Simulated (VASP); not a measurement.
# TiNi (Pmma) in VASP: single point with LDA

Aim: the single point of TiNi with LDA.

Everything below comes from runs of VASP 6.6.1. Logs are shortened: lines on timing, memory, paths and dates and some standing lists are left out, and cuts for length are marked.

## 1. The cell of the first run

Symmetry: Pmma, No. 51, orthorhombic system. The conventional cell has a = 4.166 Å, b = 2.847 Å, c = 4.602 Å, α = 90.00°, β = 90.00°, γ = 90.00°. Within 3.4 Å of Ti (site symmetry mm2) lie 8 Ni at 2.55 to 2.87 Å and 6 Ti at 2.85 to 3.29 Å. Ni (site symmetry mm2) has 8 Ti at 2.55 to 2.87 Å and 4 Ni at 2.68 to 2.85 Å within 3.4 Å.

## 2. Single point, LDA

INCAR

```
SYSTEM = TiNi
  ALGO = Fast
  EDIFF = 1E-6
  ENCUT = 520
  ISIF = 2
  ISMEAR = 0
  LASPH = .TRUE.
  LCHARG = .FALSE.
  LREAL = .FALSE.
  LWAVE = .FALSE.
  NBANDS = 30
  NELM = 80
  PREC = Accurate
  SIGMA = 0.1
```

KPOINTS

```
k-points
0
G
  12 16 10
  0 0 0
```

POSCAR

```
TiNi
1.0
    4.1661006723      0.0000000000      0.0000000000
    0.0000000000      2.8472993515      0.0000000000
    0.0000000000      0.0000000000      4.6018065832
Ti Ni
2 2
Direct
    0.2500000000      0.5000000000      0.7239651244
    0.7500000000      0.5000000000      0.2760348756
    0.2500000000      0.0000000000      0.1836489332
    0.7500000000      0.0000000000      0.8163510668
```

Potentials or basis: VASP PAW LDA potentials, release 64 (Ti_sv, Ni).

On the command line:

```sh
cat potpaw_LDA.64/Ti_sv/POTCAR potpaw_LDA.64/Ni/POTCAR > POTCAR
mpirun -np 1 vasp_std > vasp.out
```

OUTCAR:

```text
SYSTEM = TiNi
   EDIFF = 1E-6
   ENCUT = 520
   ISIF = 2
   ISMEAR = 0
   LASPH = .TRUE.
   LREAL = .FALSE.
   NELM = 80
   PREC = Accurate

 ion  position               nearest neighbor table
   1  0.250  0.500  0.724-   3 2.55   3 2.55   4 2.56   4 2.56   4 2.56   4 2.56   3 2.87   3 2.87

   2  0.750  0.500  0.276-   4 2.55   4 2.55   3 2.56   3 2.56   3 2.56   3 2.56   4 2.87   4 2.87

   3  0.250  0.000  0.184-   1 2.55   1 2.55   2 2.56   2 2.56   2 2.56   2 2.56   4 2.68   4 2.68
                             1 2.87   1 2.87
   4  0.750  0.000  0.816-   2 2.55   2 2.55   1 2.56   1 2.56   1 2.56   1 2.56   3 2.68   3 2.68
                             2 2.87   2 2.87

  LATTYP: Found a simple orthorhombic cell.
 ALAT       =     2.8472993515
 B/A-ratio  =     1.4631762095
 C/A-ratio  =     1.6162004816

  Lattice vectors:

 A1 = (   0.0000000000,  -2.8472993515,   0.0000000000)
 A2 = (   4.1661006723,   0.0000000000,   0.0000000000)
 A3 = (   0.0000000000,   0.0000000000,   4.6018065832)

Analysis of symmetry for initial positions (statically):
=====================================================================
 Subroutine PRICEL returns:
 Original cell was already a primitive cell.

 Routine SETGRP: Setting up the symmetry group for a
 simple orthorhombic supercell.

 Subroutine GETGRP returns: Found  8 space group operations
 (whereof  4 operations were pure point group operations)
 out of a pool of  8 trial point group operations.

The static configuration has the point symmetry C_2h.
 The point group associated with its full space group is D_2h.

Analysis of symmetry for dynamics (positions and initial velocities):
=====================================================================
 Subroutine PRICEL returns:
 Original cell was already a primitive cell.

 Routine SETGRP: Setting up the symmetry group for a
 simple orthorhombic supercell.

 Subroutine GETGRP returns: Found  8 space group operations
 (whereof  4 operations were pure point group operations)
 out of a pool of  8 trial point group operations.

The dynamic configuration has the point symmetry C_2h.
 The point group associated with its full space group is D_2h.

 Subroutine INISYM returns: Found  8 space group operations
 (whereof  4 operations are pure point group operations),
 and found     1 'primitive' translations

----------------------------------------------------------------------------------------

                                     Primitive cell

  volume of cell :      54.5873

  direct lattice vectors                    reciprocal lattice vectors
     4.166100672  0.000000000  0.000000000     0.240032606  0.000000000  0.000000000
     0.000000000  2.847299351  0.000000000     0.000000000  0.351209998  0.000000000
     0.000000000  0.000000000  4.601806583     0.000000000  0.000000000  0.217305961

  length of vectors
     4.166100672  2.847299351  4.601806583     0.240032606  0.351209998  0.217305961

  position of ions in fractional coordinates (direct lattice)
     0.250000000  0.500000000  0.723965124
     0.750000000  0.500000000  0.276034876
     0.250000000  0.000000000  0.183648933
     0.750000000  0.000000000  0.816351067

  ion indices of the primitive-cell ions
   primitive index   ion index
                 1           1
                 2           2
                 3           3
                 4           4

----------------------------------------------------------------------------------------

 KPOINTS: k-points

Automatic generation of k-mesh.
 Grid dimensions read from file:
 generate k-points for:   12   16   10

 Generating k-lattice:

  Cartesian coordinates                     Fractional coordinates (reciprocal lattice)
     0.020002717  0.000000000  0.000000000     0.083333333  0.000000000  0.000000000
     0.000000000  0.021950625  0.000000000     0.000000000  0.062500000  0.000000000
     0.000000000  0.000000000  0.021730596     0.000000000  0.000000000  0.100000000

  Length of vectors
     0.020002717  0.021950625  0.021730596

  Shift w.r.t. Gamma in fractional coordinates (k-lattice)
     0.000000000  0.000000000  0.000000000

 Subroutine IBZKPT returns following result:
 ===========================================

 Found    378 irreducible k-points:

 Following reciprocal coordinates:
            Coordinates               Weight
  0.000000  0.000000  0.000000      1.000000
  0.083333  0.000000  0.000000      2.000000
  0.166667  0.000000  0.000000      2.000000
  0.250000  0.000000  0.000000      2.000000
  0.333333  0.000000  0.000000      2.000000
  0.416667  0.000000  0.000000      2.000000
[... 16 lines left out ...]
  0.083333  0.187500  0.000000      4.000000
  0.166667  0.187500  0.000000      4.000000
 [... further k-points ...]
   k-points           NKPTS =    378   k-points in BZ     NKDIM =    378   number of bands    NBANDS=     30
   number of dos      NEDOS =    301   number of ions     NIONS =      4
   total plane-waves  NPLWV =  27648
   dimension x,y,z NGX =    32 NGY =   24 NGZ =   36
   dimension x,y,z NGXF=    64 NGYF=   48 NGZF=   72
   ions per type =               2   2
   NGX,Y,Z   is equivalent  to a cutoff of  12.77, 14.01, 13.01 a.u.
   NGXF,Y,Z  is equivalent  to a cutoff of  25.54, 28.03, 26.01 a.u.
 SYSTEM =  TiNi
   PREC   = accura    normal or accurate (medium, high low for compatibility)
   ISTART =      0    job   : 0-new  1-cont  2-samecut
   ICHARG =      2    charge: 1-file 2-atom 10-const
   ISPIN  =      1    spin polarized calculation?
   LNONCOLLINEAR =      F non collinear calculations
   LSORBIT =      F    spin-orbit coupling
   LASPH  =      T    aspherical Exc in radial PAW
   ENCUT  =  520.0 eV  38.22 Ry    6.18 a.u.   7.75  5.29  8.56*2*pi/ulx,y,z
   NELM   =     80;   NELMIN=  2; NELMDL= -5     # of ELM steps
   EDIFF  = 0.1E-05   stopping-criterion for ELM
   LREAL  =      F    real-space projection
   EDIFFG = 0.1E-04   stopping-criterion for IOM
   NSW    =      0    number of steps for IOM
   IBRION =     -1    ionic relax: 0-MD 1-quasi-New 2-CG
   NFREE  =      0    steps in history (QN), initial steepest desc. (CG)
   ISIF   =      2    stress and relaxation
   ISYM   =      2    0-nonsym 1-usesym 2-fastsym
   POTIM  = 0.5000    time-step for ionic-motion
   TEBEG  =    0.0;   TEEND  =   0.0 temperature during run
   PSTRESS=    0.0 pullay stress
   NELECT =      44.0000    total number of electrons
   NUPDOWN=      -1.0000    fix difference up-down
   EMIN   =  10.00;   EMAX   =-10.00  energy-range for DOS
   EFERMI =   0.00;   METHOD = LEGACY
   ISMEAR =     0;   SIGMA  =   0.10  broadening in eV -4-tet -1-fermi 0-gaus
   EFERMI_NEDOS =   21; number of points for ismear=-14 and -15
   IALGO  =     68    algorithm
   IMIX   =      4    mixing-type and parameters
     AMIX     =   0.40;   BMIX     =  1.00
     AMIX_MAG =   1.60;   BMIX_MAG =  1.00
  volume/ion in A,a.u.               =      13.65        92.09
  Fermi-wavevector in a.u.,A,eV,Ry     =   1.523568  2.879127 31.582671  2.321261
  Thomas-Fermi vector in A             =   2.631994
   LORBIT       =      0    0 simple, 1 ext, 2 COOP (PROOUT), +10 PAW based schemes
   GGA     = CA    functional components
   LHFCALC =     F    Hartree Fock is set to
   AEXX    =    0.0000 exact exchange contribution
   IVDW    =     0    specifies the selected vdW correction
   LEPSILON=     F    determine dielectric tensor
   LRPA    =     F    only Hartree local field effects (RPA)
 non-spin polarized calculation
 RMM-DIIS sequential band-by-band and
 Gauss-broadening in eV      SIGMA  =   0.10
  energy-cutoff  :      520.00
  volume of cell :       54.59
 maximum number of plane-waves:      1491
 NGX is ok and might be reduce to    32
   NGX = 15   NGY = 11   NGZ = 17

 number of electron      44.0000008 magnetization

 Free energy of the ion-electron system (eV)
  ---------------------------------------------------
  ext. energy  EPLUGINS =         0.00000000
  ---------------------------------------------------
  free energy    TOTEN  =       -31.77085229 eV

  energy without entropy =      -31.74714227  energy(sigma->0) =      -31.75899728

 E-fermi :   8.9372     XC(G=0): -12.6838

 val. band max:        8.9371447429   @ k =   0.0833   0.4375   0.5000
 cond. band min:       8.9379942697   @ k =   0.4167   0.0000   0.3000
 fundamental gap:      0.0008495268
 Fermi energy:         8.9372193113

 k-point     1 :       0.0000    0.0000    0.0000
  band No.  band energies     occupation
      1     -47.4371      2.00000
      2     -47.3874      2.00000
      3     -24.1565      2.00000
      4     -24.1473      2.00000
      5     -23.9616      2.00000
      6     -23.9298      2.00000
[... 22 lines left out ...]
     29      11.6443      0.00000
     30      11.8285      0.00000

 k-point     2 :       0.0833    0.0000    0.0000
  band No.  band energies     occupation
      1     -47.4362      2.00000
      2     -47.3882      2.00000
      3     -24.1554      2.00000
      4     -24.1450      2.00000
      5     -23.9647      2.00000
      6     -23.9323      2.00000
[... 22 lines left out ...]
     29      11.6453      0.00000
     30      11.6703      0.00000

 k-point     3 :       0.1667    0.0000    0.0000
  band No.  band energies     occupation
      1     -47.4335      2.00000
      2     -47.3905      2.00000
      3     -24.1520      2.00000
      4     -24.1384      2.00000
      5     -23.9729      2.00000
      6     -23.9395      2.00000
[... 22 lines left out ...]
     29      11.6024      0.00000
     30      11.8206      0.00000

 k-point     4 :       0.2500    0.0000    0.0000
  band No.  band energies     occupation
      1     -47.4294      2.00000
      2     -47.3943      2.00000
      3     -24.1462      2.00000
      4     -24.1293      2.00000
      5     -23.9839      2.00000
      6     -23.9508      2.00000
[... 616 lines left out ...]
     29      11.7734      0.00000
     30      12.6607      0.00000

 k-point    23 :       0.0833    0.1875    0.0000
  band No.  band energies     occupation
      1     -47.4189      2.00000
      2     -47.3718      2.00000
      3     -24.1397      2.00000
      4     -24.1283      2.00000
      5     -23.9645      2.00000
      6     -23.9509      2.00000
[... 22 lines left out ...]
     29      11.6444      0.00000
     30      12.9340      0.00000

 k-point    24 :       0.1667    0.1875    0.0000
  band No.  band energies     occupation
      1     -47.4164      2.00000
      2     -47.3741      2.00000
      3     -24.1358      2.00000
      4     -24.1220      2.00000
      5     -23.9647      2.00000
      6     -23.9556      2.00000
[... 22 lines left out ...]
     29      11.4454      0.00000
     30      12.5887      0.00000

 [... further k-points ...]

------------------------ aborting loop because EDIFF is reached ----------------------------------------

  FORCE on cell =-STRESS in cart. coord.  units (eV):
  Direction    XX          YY          ZZ          XY          YZ          ZX
  --------------------------------------------------------------------------------------
  -------------------------------------------------------------------------------------
  Total       -4.1649217     -3.9877524     -3.7384712      0.0000000      0.0000000     -0.0000000
  in kB     -122.2436114   -117.0435584   -109.7269660      0.0000000      0.0000000     -0.0000000
  external PRESSURE =    -116.3380452 kB  Pullay stress =       0.0000000 kB

 VOLUME and BASIS-vectors are now :
 -----------------------------------------------------------------------------
  energy-cutoff  :      520.00
  volume of cell :       54.59
      direct lattice vectors                 reciprocal lattice vectors
     4.166100672  0.000000000  0.000000000     0.240032606  0.000000000  0.000000000
     0.000000000  2.847299351  0.000000000     0.000000000  0.351209998  0.000000000
     0.000000000  0.000000000  4.601806583     0.000000000  0.000000000  0.217305961

 POSITION                                       TOTAL-FORCE (eV/Angst)
 -----------------------------------------------------------------------------------
      1.04153      1.42365      3.33155         0.000000      0.000000      0.196428
      3.12458      1.42365      1.27026         0.000000     -0.000000     -0.196428
      1.04153      0.00000      0.84512         0.000000     -0.000000     -0.134223
      3.12458      0.00000      3.75669         0.000000      0.000000      0.134223
 -----------------------------------------------------------------------------------
    total drift:                                0.000000     -0.000000     -0.000000

  FREE ENERGIE OF THE ION-ELECTRON SYSTEM (eV)
  ---------------------------------------------------
  free  energy   TOTEN  =       -31.7708522872 eV

  energy  without entropy=      -31.7471422733  energy(sigma->0) =      -31.75899728
```

It took 34 min on 1 thread of Intel Xeon Platinum 8259CL at 2.50GHz (Skylake/Cascade Lake), shared host; peak memory 0.58 GiB.

What came out:

- Free energy: -31.7709 eV
- Pressure: -11.6 GPa
- Largest force: 0.196 eV/Å
- Band gap on the k mesh: zero (bands 22 and 23 overlap by 1.03 eV)

Forces on the atoms (eV/Å):
```
Ti   0.000  0.000  0.196
Ti   0.000  0.000 -0.196
Ni   0.000  0.000 -0.134
Ni   0.000  0.000  0.134
```

Stress tensor (GPa, compression positive):
```
-12.22   0.00   0.00
  0.00 -11.70   0.00
  0.00   0.00 -10.97
```

Levels at points of the mesh, in eV from the Fermi level:
```csv
k point,band 20,band 21,band 22,band 23,band 24,band 25
"(0.00, 0.00, 0.00)",-1.12,0.16,0.31,0.46,0.77,1.09
"(0.50, 0.00, 0.00)",-1.61,-0.59,-0.59,0.64,0.64,0.88
"(0.00, 0.50, 0.00)",-1.25,-1.24,-1.08,-0.06,0.00,0.82
"(0.50, 0.50, 0.00)",-1.01,-0.53,-0.53,-0.24,-0.24,0.98
"(0.00, 0.00, 0.50)",-1.55,-0.63,0.07,0.23,0.39,0.42
"(0.50, 0.00, 0.50)",-1.49,-1.13,-1.13,-0.33,-0.33,1.01
"(0.00, 0.50, 0.50)",-0.66,-0.61,-0.52,-0.45,0.58,0.62
"(0.50, 0.50, 0.50)",-0.58,0.58,0.58,0.87,0.87,1.26
```

Caveat: the cell stands under tension. Spin polarisation is off, so any magnetic state and its effect on volume and gap are missing.
